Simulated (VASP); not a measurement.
## PbO2: single point with PBEsol

The system is PbO2, a slab with vacuum.

```
CELL_PARAMETERS angstrom
3.63453 0.00000 0.00000
0.00000 3.63453 0.00000
0.00000 0.00000 20.99500
ATOMIC_POSITIONS crystal
Pb 0.00000 0.00000 0.28578
Pb 0.50000 0.50000 0.40819
Pb 0.00000 0.00000 0.53060
Pb 0.50000 0.50000 0.65301
O 0.00000 0.50000 0.34699
O 0.50000 0.00000 0.34699
O 0.50000 0.00000 0.46940
O 0.00000 0.50000 0.46940
O 0.00000 0.50000 0.59181
O 0.50000 0.00000 0.59181
O 0.50000 0.00000 0.71422
O 0.00000 0.50000 0.71422
```

| Quantity | Value |
| --- | --- |
| Program | VASP 6.6.1 |
| Task | single point |
| Functional | PBEsol |
| Potentials or basis | VASP PAW PBE potentials, release 64 (Pb_d, O) |
| Cutoff | 520 eV |
| k mesh | 4 × 4 × 1 |
| Occupations | fermi-dirac, width 0.1 eV |
| Spin | no spin polarisation |
| Dipole correction | yes |
| Further INCAR settings | ALGO = Normal; EDIFF = 1e-06; NBANDS = 64; NELMDL = -8 |

```
Largest force          : 1.767 eV/Å
Band gap on the k mesh : zero (bands 52 and 53 overlap by 0.68 eV)
```

Forces on the atoms (eV/Å):
```
Pb   0.000  0.000 -0.689
Pb   0.000  0.000  0.119
Pb   0.000  0.000  0.317
Pb   0.000  0.000  1.767
O    0.000  0.000 -0.540
O    0.000  0.000 -0.540
O    0.000  0.000 -0.173
O    0.000  0.000 -0.173
O    0.000  0.000 -0.333
O    0.000  0.000 -0.333
O    0.000  0.000  0.289
O    0.000  0.000  0.289
```

Levels at points of the mesh, in eV from the Fermi level:
| k point | band 50 | band 51 | band 52 | band 53 | band 54 | band 55 |
| --- | --- | --- | --- | --- | --- | --- |
| (0.00, 0.00, 0.00) | -0.57 | -0.02 | 0.29 | 0.29 | 0.32 | 1.59 |
| (0.50, 0.00, 0.00) | -0.90 | -0.82 | -0.63 | -0.35 | 2.53 | 3.02 |
| (0.50, 0.50, 0.00) | -0.31 | -0.23 | 0.33 | 0.88 | 2.32 | 2.56 |

Wall time 4.9 min on 1 thread of Intel(R) Xeon(R) Platinum 8259CL CPU @ 2.50GHz (Skylake/Cascade Lake) (shared host), peak memory 0.38 GiB.

Caveat: the k points lie up to 0.43 Å⁻¹ apart, too coarse for converged energies and pressures of a metal; the PAW data sets were made with another functional, which shifts forces and pressure a little; spin-orbit coupling is left out, which moves the levels of the heavy elements.
